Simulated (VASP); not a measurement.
NbN: single point with PBE

NbN:

```
Nb N
1.0
     0.00000    2.30500    2.30500
     2.30500    0.00000    2.30500
     2.30500    2.30500    0.00000
Nb N
1 1
Direct
  0.00000 0.00000 0.00000
  0.50000 0.50000 0.50000
```

```json
{
  "Program": "VASP 6.6.1",
  "Task": "single point",
  "Functional": "PBE",
  "Potentials or basis": "VASP PAW PBE potentials, release 64 (Nb_sv, N)",
  "Cutoff": "600 eV",
  "k mesh": "6 × 6 × 6",
  "Occupations": "fermi-dirac, width 0.1 eV",
  "Spin": "collinear spin, zero start",
  "Starting moments": "[0.0, 0.0] μB",
  "Dipole correction": "no",
  "Further INCAR settings": "ALGO = Normal; EDIFF = 1e-06; NBANDS = 20"
}
```

- Pressure: -29.0 GPa
- Band gap on the k mesh: zero (filled and empty bands overlap)
- Net moment: 0.00 μB per cell
- Valence electrons inside the program's atomic spheres: Nb 10.45; N 3.64

Levels at points of the mesh, in eV from the Fermi level:
Spin up:
```csv
k point,band 5,band 6,band 7,band 8,band 9,band 10,band 11,band 12,band 13,band 14
"(0.00, 0.00, 0.00)",-16.67,-2.91,-2.91,-2.91,-1.68,-1.68,-1.68,-0.17,-0.17,2.04
"(0.50, 0.00, 0.00)",-14.76,-8.10,-6.10,-6.10,1.11,1.11,1.55,4.12,5.53,5.53
"(0.50, 0.50, 0.00)",-15.90,-5.43,-4.19,-3.64,-3.64,1.23,2.14,2.14,2.83,7.85
```
Spin down:
```csv
k point,band 6,band 7,band 8,band 9,band 10,band 11,band 12,band 13
"(0.00, 0.00, 0.00)",-2.91,-2.91,-2.91,-1.68,-1.68,-1.68,-0.17,-0.17
"(0.50, 0.00, 0.00)",-8.10,-6.10,-6.10,1.11,1.11,1.55,4.12,5.53
"(0.50, 0.50, 0.00)",-5.43,-4.19,-3.64,-3.64,1.23,2.14,2.14,2.83
```

Wall time 25 s on 1 thread of Intel Xeon 6975P-C (shared host), peak memory 0.18 GiB.

Caveat: the k points lie up to 0.39 Å⁻¹ apart.
